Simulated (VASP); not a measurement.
# BN in VASP: notebook

The runs below take BN through single point, with LDA.

All numbers are computed with VASP 6.6.1; they aren't measurements. Logs are shortened: lines on timing, memory, paths and dates and some standing lists are left out, and cuts for length are marked.

**1. The cell of the first run**

The structure is tetragonal, space group P4_2/mnm (No. 136). Conventional cell: a = 4.424 Å, b = 4.424 Å, c = 2.550 Å, α = 90.00°, β = 90.00°, γ = 90.00°. Within 2.1 Å of B (site symmetry m2m) lie 4 N at 1.54 to 1.60 Å. Within 2.1 Å of N (site symmetry m2m) lie 4 B at 1.54 to 1.60 Å.

**2. Single point, LDA**

The input, INCAR:

```
ALGO = Normal
EDIFF = 1E-6
ENCUT = 600
GGA_COMPAT = False
ISIF = 2
ISMEAR = 0
LASPH = True
LCHARG = False
LREAL = False
LWAVE = False
NBANDS = 26
NELM = 120
PREC = Accurate
SIGMA = 0.01
```

The input, KPOINTS:

```
k-points
0
Gamma
  4 4 7
```

The input, POSCAR:

```
BN
1.0
    4.4242230000      0.0000000000      0.0000000000
    0.0000000000      4.4242230000      0.0000000000
    0.0000000000      0.0000000000      2.5503560000
B N
4 4
Direct
    0.1742830007      0.8257169993      0.5000000000
    0.3257169993      0.3257169993      0.0000000000
    0.6742830007      0.6742830007      0.0000000000
    0.8257169993      0.1742830007      0.5000000000
    0.8126009991      0.8126009991      0.5000000000
    0.3126009991      0.6873990009      0.0000000000
    0.6873990009      0.3126009991      0.0000000000
    0.1873990009      0.1873990009      0.5000000000
```

Potentials or basis: VASP PAW LDA potentials, release 64 (B, N).

On the command line:

```sh
> cat potpaw_LDA.64/B/POTCAR potpaw_LDA.64/N/POTCAR > POTCAR
> mpirun -np 1 vasp_std > vasp.out
```

OUTCAR:

```text
EDIFF = 1E-6
   ENCUT = 600
   ISIF = 2
   ISMEAR = 0
   LASPH = True
   LREAL = False
   NELM = 120
   PREC = Accurate

 ion  position               nearest neighbor table
   1  0.174  0.826  0.500-   6 1.54   6 1.54   8 1.60   5 1.60
   2  0.326  0.326  0.000-   8 1.54   8 1.54   6 1.60   7 1.60
   3  0.674  0.674  0.000-   5 1.54   5 1.54   7 1.60   6 1.60
   4  0.826  0.174  0.500-   7 1.54   7 1.54   8 1.60   5 1.60
   5  0.813  0.813  0.500-   3 1.54   3 1.54   4 1.60   1 1.60
   6  0.313  0.687  0.000-   1 1.54   1 1.54   3 1.60   2 1.60
   7  0.687  0.313  0.000-   4 1.54   4 1.54   2 1.60   3 1.60
   8  0.187  0.187  0.500-   2 1.54   2 1.54   4 1.60   1 1.60

  LATTYP: Found a simple tetragonal cell.
 ALAT       =     4.4242230000
 C/A-ratio  =     0.5764528596

  Lattice vectors:

 A1 = (   4.4242230000,   0.0000000000,   0.0000000000)
 A2 = (   0.0000000000,   4.4242230000,   0.0000000000)
 A3 = (   0.0000000000,   0.0000000000,   2.5503560000)

Analysis of symmetry for initial positions (statically):
=====================================================================
 Subroutine PRICEL returns:
 Original cell was already a primitive cell.

 Routine SETGRP: Setting up the symmetry group for a
 simple tetragonal supercell.

 Subroutine GETGRP returns: Found 16 space group operations
 (whereof  8 operations were pure point group operations)
 out of a pool of 16 trial point group operations.

The static configuration has the point symmetry D_2h.
 The point group associated with its full space group is D_4h.

Analysis of symmetry for dynamics (positions and initial velocities):
=====================================================================
 Subroutine PRICEL returns:
 Original cell was already a primitive cell.

 Routine SETGRP: Setting up the symmetry group for a
 simple tetragonal supercell.

 Subroutine GETGRP returns: Found 16 space group operations
 (whereof  8 operations were pure point group operations)
 out of a pool of 16 trial point group operations.

The dynamic configuration has the point symmetry D_2h.
 The point group associated with its full space group is D_4h.

 Subroutine INISYM returns: Found 16 space group operations
 (whereof  8 operations are pure point group operations),
 and found     1 'primitive' translations

----------------------------------------------------------------------------------------

                                     Primitive cell

  volume of cell :      49.9200

  direct lattice vectors                    reciprocal lattice vectors
     4.424223000  0.000000000  0.000000000     0.226028390  0.000000000  0.000000000
     0.000000000  4.424223000  0.000000000     0.000000000  0.226028390  0.000000000
     0.000000000  0.000000000  2.550356000     0.000000000  0.000000000  0.392102122

  length of vectors
     4.424223000  4.424223000  2.550356000     0.226028390  0.226028390  0.392102122

  position of ions in fractional coordinates (direct lattice)
     0.174283001  0.825716999  0.500000000
     0.325716999  0.325716999  0.000000000
     0.674283001  0.674283001  0.000000000
     0.825716999  0.174283001  0.500000000
     0.812600999  0.812600999  0.500000000
     0.312600999  0.687399001  0.000000000
     0.687399001  0.312600999  0.000000000
     0.187399001  0.187399001  0.500000000

  ion indices of the primitive-cell ions
   primitive index   ion index
                 1           1
                 2           2
                 3           3
                 4           4
                 5           5
                 6           6
                 7           7
                 8           8

----------------------------------------------------------------------------------------

 KPOINTS: k-points

Automatic generation of k-mesh.
 Grid dimensions read from file:
 generate k-points for:    4    4    7

 Generating k-lattice:

  Cartesian coordinates                     Fractional coordinates (reciprocal lattice)
     0.056507097  0.000000000  0.000000000     0.250000000  0.000000000  0.000000000
     0.000000000  0.056507097  0.000000000     0.000000000  0.250000000  0.000000000
     0.000000000  0.000000000  0.056014589     0.000000000  0.000000000  0.142857143

  Length of vectors
     0.056507097  0.056507097  0.056014589

  Shift w.r.t. Gamma in fractional coordinates (k-lattice)
     0.000000000  0.000000000  0.000000000

 Subroutine IBZKPT returns following result:
 ===========================================

 Found     24 irreducible k-points:

 Following reciprocal coordinates:
            Coordinates               Weight
  0.000000  0.000000  0.000000      1.000000
  0.250000  0.000000  0.000000      4.000000
  0.500000  0.000000  0.000000      2.000000
  0.250000  0.250000  0.000000      4.000000
  0.500000  0.250000  0.000000      4.000000
  0.500000  0.500000  0.000000      1.000000
[... 16 lines left out ...]
  0.500000  0.250000  0.428571      8.000000
  0.500000  0.500000  0.428571      2.000000
   k-points           NKPTS =     24   k-points in BZ     NKDIM =     24   number of bands    NBANDS=     26
   number of dos      NEDOS =    301   number of ions     NIONS =      8
   total plane-waves  NPLWV =  25920
   dimension x,y,z NGX =    36 NGY =   36 NGZ =   20
   dimension x,y,z NGXF=    72 NGYF=   72 NGZF=   40
   ions per type =               4   4
   NGX,Y,Z   is equivalent  to a cutoff of  13.53, 13.53, 13.04 a.u.
   NGXF,Y,Z  is equivalent  to a cutoff of  27.05, 27.05, 26.07 a.u.
 SYSTEM =  unknown system
   PREC   = accura    normal or accurate (medium, high low for compatibility)
   ISTART =      0    job   : 0-new  1-cont  2-samecut
   ICHARG =      2    charge: 1-file 2-atom 10-const
   ISPIN  =      1    spin polarized calculation?
   LNONCOLLINEAR =      F non collinear calculations
   LSORBIT =      F    spin-orbit coupling
   LASPH  =      T    aspherical Exc in radial PAW
   ENCUT  =  600.0 eV  44.10 Ry    6.64 a.u.   8.84  8.84  5.09*2*pi/ulx,y,z
   NELM   =    120;   NELMIN=  2; NELMDL= -5     # of ELM steps
   EDIFF  = 0.1E-05   stopping-criterion for ELM
   LREAL  =      F    real-space projection
   EDIFFG = 0.1E-04   stopping-criterion for IOM
   NSW    =      0    number of steps for IOM
   IBRION =     -1    ionic relax: 0-MD 1-quasi-New 2-CG
   NFREE  =      0    steps in history (QN), initial steepest desc. (CG)
   ISIF   =      2    stress and relaxation
   ISYM   =      2    0-nonsym 1-usesym 2-fastsym
   POTIM  = 0.5000    time-step for ionic-motion
   TEBEG  =    0.0;   TEEND  =   0.0 temperature during run
   PSTRESS=    0.0 pullay stress
   NELECT =      32.0000    total number of electrons
   NUPDOWN=      -1.0000    fix difference up-down
   EMIN   =  10.00;   EMAX   =-10.00  energy-range for DOS
   EFERMI =   0.00;   METHOD = LEGACY
   ISMEAR =     0;   SIGMA  =   0.01  broadening in eV -4-tet -1-fermi 0-gaus
   EFERMI_NEDOS =   21; number of points for ismear=-14 and -15
   IALGO  =     38    algorithm
   IMIX   =      4    mixing-type and parameters
     AMIX     =   0.40;   BMIX     =  1.00
     AMIX_MAG =   1.60;   BMIX_MAG =  1.00
  volume/ion in A,a.u.               =       6.24        42.11
  Fermi-wavevector in a.u.,A,eV,Ry     =   1.411562  2.667465 27.109698  1.992507
  Thomas-Fermi vector in A             =   2.533400
   LORBIT       =      0    0 simple, 1 ext, 2 COOP (PROOUT), +10 PAW based schemes
   GGA     = CA    functional components
   LHFCALC =     F    Hartree Fock is set to
   AEXX    =    0.0000 exact exchange contribution
   IVDW    =     0    specifies the selected vdW correction
   LEPSILON=     F    determine dielectric tensor
   LRPA    =     F    only Hartree local field effects (RPA)
 non-spin polarized calculation
 Gauss-broadening in eV      SIGMA  =   0.01
  energy-cutoff  :      600.00
  volume of cell :       49.92
 maximum number of plane-waves:      1684
 NGX is ok and might be reduce to    36
   NGX = 17   NGY = 17   NGZ = 11

 number of electron      31.9999991 magnetization

 Free energy of the ion-electron system (eV)
  ---------------------------------------------------
  ext. energy  EPLUGINS =         0.00000000
  ---------------------------------------------------
  free energy    TOTEN  =       -76.63848551 eV

  energy without entropy =      -76.63848551  energy(sigma->0) =      -76.63848551

 E-fermi :   6.8973     XC(G=0): -12.7546

 val. band max:        6.7674968419   @ k =   0.0000   0.0000   0.0000
 cond. band min:      11.3731324597   @ k =   0.0000   0.0000   0.2857
 fundamental gap:      4.6056356177
 Fermi energy:         6.8972680124

 k-point     1 :       0.0000    0.0000    0.0000
  band No.  band energies     occupation
      1     -13.0575      2.00000
      2      -9.0107      2.00000
      3      -9.0107      2.00000
      4      -8.7972      2.00000
      5      -2.9257      2.00000
      6      -2.4186      2.00000
[... 18 lines left out ...]
     25      17.0351      0.00000
     26      19.4392      0.00000

 k-point     2 :       0.2500    0.0000    0.0000
  band No.  band energies     occupation
      1     -12.7353      2.00000
      2     -10.3909      2.00000
      3      -8.8106      2.00000
      4      -8.1377      2.00000
      5      -3.2583      2.00000
      6      -1.6448      2.00000
[... 18 lines left out ...]
     25      18.0970      0.00000
     26      18.5755      0.00000

 k-point     3 :       0.5000    0.0000    0.0000
  band No.  band energies     occupation
      1     -11.8008      2.00000
      2     -11.8008      2.00000
      3      -8.3437      2.00000
      4      -8.3437      2.00000
      5      -2.9255      2.00000
      6      -2.9255      2.00000
[... 18 lines left out ...]
     25      18.0328      0.00000
     26      18.0328      0.00000

 k-point     4 :       0.2500    0.2500    0.0000
  band No.  band energies     occupation
      1     -12.4229      2.00000
      2     -10.4966      2.00000
      3      -9.4763      2.00000
      4      -8.2607      2.00000
      5      -2.8443      2.00000
      6      -0.9583      2.00000
[... 18 lines left out ...]
     25      18.6663      0.00000
     26      19.0783      0.00000

 k-point     5 :       0.5000    0.2500    0.0000
  band No.  band energies     occupation
      1     -11.5394      2.00000
      2     -11.5394      2.00000
      3      -9.0598      2.00000
      4      -9.0598      2.00000
      5      -1.8183      2.00000
      6      -1.8183      2.00000
[... 18 lines left out ...]
     25      18.4232      0.00000
     26      18.4232      0.00000

 k-point     6 :       0.5000    0.5000    0.0000
  band No.  band energies     occupation
      1     -11.1050      2.00000
      2     -11.1050      2.00000
      3      -9.8519      2.00000
      4      -9.8519      2.00000
      5      -0.3790      2.00000
      6      -0.3790      2.00000
[... 427 lines left out ...]
 k-point    21 :       0.5000    0.0000    0.4286
  band No.  band energies     occupation
      1      -9.5128      2.00000
      2      -9.5128      2.00000
      3      -7.6962      2.00000
      4      -7.6962      2.00000
      5      -2.1694      2.00000
      6      -2.1694      2.00000
[... 18 lines left out ...]
     25      19.5473      0.00000
     26      19.5473      0.00000

 k-point    22 :       0.2500    0.2500    0.4286
  band No.  band energies     occupation
      1      -9.9210      2.00000
      2      -9.0154      2.00000
      3      -7.6978      2.00000
      4      -7.6532      2.00000
      5      -3.0837      2.00000
      6      -1.9166      2.00000
[... 18 lines left out ...]
     25      18.7907      0.00000
     26      19.6857      0.00000

 k-point    23 :       0.5000    0.2500    0.4286
  band No.  band energies     occupation
      1      -9.3831      2.00000
      2      -9.3831      2.00000
      3      -7.7808      2.00000
      4      -7.7808      2.00000
      5      -2.8878      2.00000
      6      -2.8878      2.00000
[... 18 lines left out ...]
     25      19.5025      0.00000
     26      19.5025      0.00000

 k-point    24 :       0.5000    0.5000    0.4286
  band No.  band energies     occupation
      1      -9.2237      2.00000
      2      -9.2237      2.00000
      3      -7.9051      2.00000
      4      -7.9051      2.00000
      5      -3.1784      2.00000
      6      -3.1784      2.00000
[... 18 lines left out ...]
     25      20.8263      0.00000
     26      20.8264      0.00000

------------------------ aborting loop because EDIFF is reached ----------------------------------------

  FORCE on cell =-STRESS in cart. coord.  units (eV):
  Direction    XX          YY          ZZ          XY          YZ          ZX
  --------------------------------------------------------------------------------------
  -------------------------------------------------------------------------------------
  Total       -3.8397947     -3.8397947     -4.0721140      0.0000000      0.0000000      0.0000000
  in kB     -123.2377503   -123.2377503   -130.6940108      0.0000000      0.0000000      0.0000000
  external PRESSURE =    -125.7231705 kB  Pullay stress =       0.0000000 kB

 VOLUME and BASIS-vectors are now :
 -----------------------------------------------------------------------------
  energy-cutoff  :      600.00
  volume of cell :       49.92
      direct lattice vectors                 reciprocal lattice vectors
     4.424223000  0.000000000  0.000000000     0.226028390  0.000000000  0.000000000
     0.000000000  4.424223000  0.000000000     0.000000000  0.226028390  0.000000000
     0.000000000  0.000000000  2.550356000     0.000000000  0.000000000  0.392102122

 POSITION                                       TOTAL-FORCE (eV/Angst)
 -----------------------------------------------------------------------------------
      0.77107      3.65316      1.27518         0.001551     -0.001551     -0.000000
      1.44104      1.44104      0.00000        -0.001551     -0.001551     -0.000000
      2.98318      2.98318      0.00000         0.001551      0.001551      0.000000
      3.65316      0.77107      1.27518        -0.001551      0.001551      0.000000
      3.59513      3.59513      1.27518         0.020158      0.020158     -0.000000
      1.38302      3.04121      0.00000         0.020158     -0.020158      0.000000
      3.04121      1.38302      0.00000        -0.020158      0.020158     -0.000000
      0.82909      0.82909      1.27518        -0.020158     -0.020158      0.000000
 -----------------------------------------------------------------------------------
    total drift:                                0.000000     -0.000000      0.000000

  FREE ENERGIE OF THE ION-ELECTRON SYSTEM (eV)
  ---------------------------------------------------
  free  energy   TOTEN  =       -76.6384855092 eV

  energy  without entropy=      -76.6384855092  energy(sigma->0) =      -76.63848551
```

It took 26 s on 1 thread of Intel Xeon 6975P-C, shared host; peak memory 0.16 GiB.

What came out:

| Property | Result |
| --- | --- |
| Free energy | -76.6385 eV |
| Pressure | -12.6 GPa |
| Largest force | 0.029 eV/Å |
| Band gap on the k mesh | 4.61 eV, indirect (least direct gap 5.97 eV) |

Forces in eV/Å, atoms in the order of the input:
```
B    0.002 -0.002  0.000
B   -0.002 -0.002  0.000
B    0.002  0.002  0.000
B   -0.002  0.002  0.000
N    0.020  0.020  0.000
N    0.020 -0.020  0.000
N   -0.020  0.020  0.000
N   -0.020 -0.020  0.000
```

Levels at points of the mesh, in eV from the valence-band top:
| k point | band 12 | band 13 | band 14 | band 15 | band 16 | band 17 | band 18 | band 19 | band 20 | band 21 |
| --- | --- | --- | --- | --- | --- | --- | --- | --- | --- | --- |
| (0.00, 0.00, 0.00) | -2.28 | -0.42 | -0.21 | 0.00 | 0.00 | 7.03 | 7.42 | 8.32 | 8.32 | 8.48 |
| (0.50, 0.00, 0.00) | -3.35 | -1.41 | -1.41 | -1.25 | -1.25 | 7.84 | 7.84 | 8.34 | 8.34 | 8.84 |
| (0.50, 0.50, 0.00) | -3.06 | -2.64 | -2.64 | -2.45 | -2.45 | 7.33 | 7.33 | 8.24 | 8.24 | 8.86 |

**3. Single point, LDA**

The input, INCAR:

```
SYSTEM = BN
PREC = Accurate
ENCUT = 600
EDIFF = 1E-6
ISMEAR = 0
SIGMA = 0.01
LREAL = .False.
LASPH = .True.
NELM = 120
ALGO = Normal
ISIF = 2
LWAVE = .False.
LCHARG = .False.
GGA = CA
NBANDS = 26
GGA_COMPAT = .False.
```

The input, KPOINTS:

```
regular mesh
0
Gamma
  4 4 7
  0 0 0
```

Edit POSCAR of step 2 so:

```diff
@@ -10,3 +10,3 @@
     0.3257169993      0.3257169993      0.0000000000
-    0.6742830007      0.6742830007      0.0000000000
+    0.6765432845      0.6742830007      0.0000000000
     0.8257169993      0.1742830007      0.5000000000
```

Potentials or basis: VASP PAW LDA potentials, release 64 (B, N).

On the command line:

```sh
> cat potpaw_LDA.64/B/POTCAR potpaw_LDA.64/N/POTCAR > POTCAR
> mpirun -np 1 vasp_std > vasp.out
```

Run time: 38 s. Hardware: 1 thread of Intel Xeon 6975P-C, shared host; peak memory 0.17 GiB.

The run converged. Its results:

* Free energy: -76.6371 eV
* Pressure: -12.5 GPa
* Largest force: 0.289 eV/Å
* Band gap on the k mesh: 4.60 eV, indirect (least direct gap 5.97 eV)

Forces in eV/Å, atoms in the order of the input:
```
B    0.073 -0.004  0.000
B    0.009  0.039  0.000
B   -0.285 -0.049  0.000
B    0.014  0.004  0.000
N    0.119  0.042  0.000
N    0.075 -0.023  0.000
N    0.019  0.013  0.000
N   -0.024 -0.022  0.000
```

Stress tensor (GPa, compression positive):
```
-12.36   0.09   0.00
  0.09 -12.28   0.00
  0.00   0.00 -13.00
```

Levels at points of the mesh, in eV from the valence-band top:
| k point | band 13 | band 14 | band 15 | band 16 | band 17 | band 18 | band 19 | band 20 |
| --- | --- | --- | --- | --- | --- | --- | --- | --- |
| (0.00, 0.00, 0.00) | -0.46 | -0.23 | -0.03 | 0.00 | 7.01 | 7.42 | 8.26 | 8.29 |
| (0.50, 0.00, 0.00) | -1.48 | -1.42 | -1.30 | -1.26 | 7.78 | 7.82 | 8.32 | 8.33 |
| (0.00, 0.50, 0.00) | -1.47 | -1.44 | -1.28 | -1.23 | 7.81 | 7.82 | 8.28 | 8.32 |
| (0.50, 0.50, 0.00) | -2.67 | -2.65 | -2.51 | -2.46 | 7.27 | 7.32 | 8.21 | 8.23 |

A k mesh can miss the band edges. As with any semilocal functional, this LDA gap is likely too small.
